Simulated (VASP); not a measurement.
# Zn (Pm-3m) in VASP: further runs, part 2 of 2

VASP 6.6.1. Earlier steps stand in the parts before.

### 3 Single point, PBE (volume scaled by 0.6)

The input, INCAR:

```
SYSTEM = Zn
PREC = Accurate
ENCUT = 520
EDIFF = 1E-7
ISMEAR = -1
SIGMA = 0.08
LREAL = .FALSE.
LASPH = .TRUE.
NELM = 100
ALGO = Normal
ISIF = 2
LWAVE = .FALSE.
LCHARG = .FALSE.
GGA = PE
NBANDS = 12
```

The input, KPOINTS:

```
Automatic mesh
0
G
  17 17 17
  0 0 0
```

The input, POSCAR:

```
Zn
1.0
    2.2178004551      0.0000000000      0.0000000000
    0.0000000000      2.2178004551      0.0000000000
    0.0000000000      0.0000000000      2.2178004551
Zn
1
Direct
    0.0000000000      0.0000000000      0.0000000000
```

Potentials or basis: VASP PAW PBE potentials, release 64 (Zn).

Run with:

```sh
> cat potpaw_PBE.64/Zn/POTCAR > POTCAR
> mpirun -np 1 vasp_std > vasp.out
```

OUTCAR:

```text
SYSTEM = Zn
   PREC = Accurate
   ENCUT = 520
   EDIFF = 1E-7
   ISMEAR = -1
   LREAL = .FALSE.
   LASPH = .TRUE.
   NELM = 100
   ISIF = 2
   GGA = PE

 ion  position               nearest neighbor table
   1  0.000  0.000  0.000-

  LATTYP: Found a simple cubic cell.
 ALAT       =     2.2178004551

  Lattice vectors:

 A1 = (   2.2178004551,   0.0000000000,   0.0000000000)
 A2 = (   0.0000000000,   2.2178004551,   0.0000000000)
 A3 = (   0.0000000000,   0.0000000000,   2.2178004551)

[... 528 lines left out ...]
      4      -2.6094      2.00000
      5      -1.8226      2.00000
      6       0.8510      2.00000
      7       3.9695      2.00000
      8      24.9615      0.00000
      9      26.6865      0.00000
     10      30.8165      0.00000
     11      30.8806      0.00000
     12      34.1947      0.00000

 [... further k-points ...]
[... 5 lines left out ...]
  --------------------------------------------------------------------------------------
  -------------------------------------------------------------------------------------
  Total        6.1547846      6.1547846      6.1547846     -0.0000000     -0.0000000      0.0000000
  in kB      903.9742018    903.9742018    903.9742018     -0.0000000     -0.0000000      0.0000000
  external PRESSURE =     903.9742018 kB  Pullay stress =       0.0000000 kB

 VOLUME and BASIS-vectors are now :
 -----------------------------------------------------------------------------
  energy-cutoff  :      520.00
  volume of cell :       10.91
      direct lattice vectors                 reciprocal lattice vectors
     2.217800455  0.000000000  0.000000000     0.450897193  0.000000000  0.000000000
     0.000000000  2.217800455  0.000000000     0.000000000  0.450897193  0.000000000
     0.000000000  0.000000000  2.217800455     0.000000000  0.000000000  0.450897193

 POSITION                                       TOTAL-FORCE (eV/Angst)
 -----------------------------------------------------------------------------------
      0.00000      0.00000      0.00000         0.000000      0.000000      0.000000
 -----------------------------------------------------------------------------------
    total drift:                                0.000000      0.000000      0.000000

  FREE ENERGIE OF THE ION-ELECTRON SYSTEM (eV)
  ---------------------------------------------------
  free  energy   TOTEN  =         0.3617561310 eV

  energy  without entropy=        0.3669746385  energy(sigma->0) =        0.36436538
```

OSZICAR:

```text
N       E                     dE             d eps       ncg     rms          rms(c)
DAV:   1     0.413270374985E+02    0.41327E+02   -0.66475E+03  4268   0.178E+03
DAV:   2     0.117238982519E+01   -0.40155E+02   -0.37852E+02  4108   0.220E+02
DAV:   3     0.156589523600E+00   -0.10158E+01   -0.10143E+01  4544   0.338E+01
DAV:   4     0.154977810501E+00   -0.16117E-02   -0.16117E-02  4288   0.127E+00
DAV:   5     0.154977100630E+00   -0.70987E-06   -0.70934E-06  4548   0.263E-02    0.696E+00
DAV:   6     0.334660340637E+00    0.17968E+00   -0.77358E-01  4692   0.184E+01    0.435E+00
DAV:   7     0.354747731221E+00    0.20087E-01   -0.14456E-02  4112   0.231E+00    0.205E+00
DAV:   8     0.361751717051E+00    0.70040E-02   -0.27053E-03  4412   0.803E-01    0.339E-02
DAV:   9     0.361756821061E+00    0.51040E-05   -0.12441E-04  5112   0.131E-01    0.172E-02
DAV:  10     0.361755221051E+00   -0.16000E-05   -0.41327E-06  5112   0.243E-02    0.447E-03
DAV:  11     0.361755964841E+00    0.74379E-06   -0.95016E-07  4380   0.196E-02    0.118E-03
DAV:  12     0.361756133789E+00    0.16895E-06   -0.16483E-08  2364   0.210E-03    0.217E-04
DAV:  13     0.361756131028E+00   -0.27605E-08   -0.17884E-09  2060   0.719E-04
   1 F= 0.36175613E+00 E0= 0.36436538E+00  d E =-.521851E-02
```

It took 24 s on 1 thread of AMD EPYC 7R13, shared host; peak memory 0.1 GiB.

Results:

* Free energy: 0.3618 eV
* Pressure: 90.4 GPa
* Band gap on the k mesh: zero (band 6 reaches 13.03 eV, above the bottom of band 7 at 3.76 eV)

Levels at points of the mesh, in eV from the Fermi level:
```
           k point  band 3  band 4  band 5  band 6  band 7  band 8  band 9  band 10
(0.00, 0.00, 0.00)  -10.43   -7.65   -7.65   -7.65   16.91   16.91   16.91    20.40
```

### 4 Single point, PBE (volume scaled by 0.7)

The input, INCAR:

```
SYSTEM = Zn
ALGO = Normal ; EDIFF = 1E-6
ENCUT = 520 ; GGA = PE
ISIF = 2 ; ISMEAR = -1
LASPH = .TRUE. ; LCHARG = .FALSE.
LREAL = .FALSE. ; LWAVE = .FALSE.
NBANDS = 12 ; NELM = 100
PREC = Accurate ; SIGMA = 0.08
```

The input, KPOINTS:

```
k-points
0
G
  17 17 17
  0 0 0
```

The input, POSCAR:

```
Zn
1.0
    2.3347375317      0.0000000000      0.0000000000
    0.0000000000      2.3347375317      0.0000000000
    0.0000000000      0.0000000000      2.3347375317
Zn
1
Direct
    0.0000000000      0.0000000000      0.0000000000
```

Potentials or basis: VASP PAW PBE potentials, release 64 (Zn).

Run with:

```sh
> cat potpaw_PBE.64/Zn/POTCAR > POTCAR
> mpirun -np 1 vasp_std > vasp.out
```

OUTCAR:

```text
SYSTEM = Zn
   EDIFF = 1E-6
   ENCUT = 520
   GGA = PE
   ISIF = 2
   ISMEAR = -1
   LASPH = .TRUE.
   LREAL = .FALSE.
   NELM = 100
   PREC = Accurate

 ion  position               nearest neighbor table
   1  0.000  0.000  0.000-

  LATTYP: Found a simple cubic cell.
 ALAT       =     2.3347375317

  Lattice vectors:

 A1 = (   2.3347375317,   0.0000000000,   0.0000000000)
 A2 = (   0.0000000000,   2.3347375317,   0.0000000000)
 A3 = (   0.0000000000,   0.0000000000,   2.3347375317)

[... 529 lines left out ...]
      4      -3.5312      2.00000
      5      -2.9318      2.00000
      6       0.0968      2.00000
      7       2.3608      2.00000
      8      21.7094      0.00000
      9      23.3084      0.00000
     10      26.6449      0.00000
     11      27.6175      0.00000
     12      30.3153      0.00000

 [... further k-points ...]
[... 5 lines left out ...]
  --------------------------------------------------------------------------------------
  -------------------------------------------------------------------------------------
  Total        3.4202921      3.4202921      3.4202921      0.0000000     -0.0000000     -0.0000000
  in kB      430.5856808    430.5856808    430.5856808      0.0000000     -0.0000000     -0.0000000
  external PRESSURE =     430.5856808 kB  Pullay stress =       0.0000000 kB

 VOLUME and BASIS-vectors are now :
 -----------------------------------------------------------------------------
  energy-cutoff  :      520.00
  volume of cell :       12.73
      direct lattice vectors                 reciprocal lattice vectors
     2.334737532  0.000000000  0.000000000     0.428313670  0.000000000  0.000000000
     0.000000000  2.334737532  0.000000000     0.000000000  0.428313670  0.000000000
     0.000000000  0.000000000  2.334737532     0.000000000  0.000000000  0.428313670

 POSITION                                       TOTAL-FORCE (eV/Angst)
 -----------------------------------------------------------------------------------
      0.00000      0.00000      0.00000         0.000000      0.000000      0.000000
 -----------------------------------------------------------------------------------
    total drift:                               -0.000000      0.000000     -0.000000

  FREE ENERGIE OF THE ION-ELECTRON SYSTEM (eV)
  ---------------------------------------------------
  free  energy   TOTEN  =        -0.3638269404 eV

  energy  without entropy=       -0.3582775560  energy(sigma->0) =       -0.36105225
```

stdout:

```text
POSCAR found type information on POSCAR Zn
 POSCAR found :  1 types and       1 ions
 scaLAPACK will be used
 LDA part: xc-table for (Slater+PW92), standard interpolation
 POSCAR, INCAR and KPOINTS ok, starting setup
 FFT: planning ... GRIDC
 FFT: planning ... GRID_SOFT
 FFT: planning ... GRID
 WAVECAR not read
 entering main loop
```

It took 31 s on 1 thread of AMD EPYC 7R13, shared host; peak memory 0.1 GiB.

What came out:

```yaml
Free_energy: -0.3638 eV
Pressure: 43.1 GPa
Band_gap_on_the_k_mesh: zero (band 6 reaches 10.77 eV, above the bottom of band 7 at 2.12 eV)
```

Levels at points of the mesh, in eV from the Fermi level:
```csv
k point,band 4,band 5,band 6,band 7,band 8,band 9
"(0.00, 0.00, 0.00)",-7.24,-7.24,-7.24,15.41,15.41,15.41
```
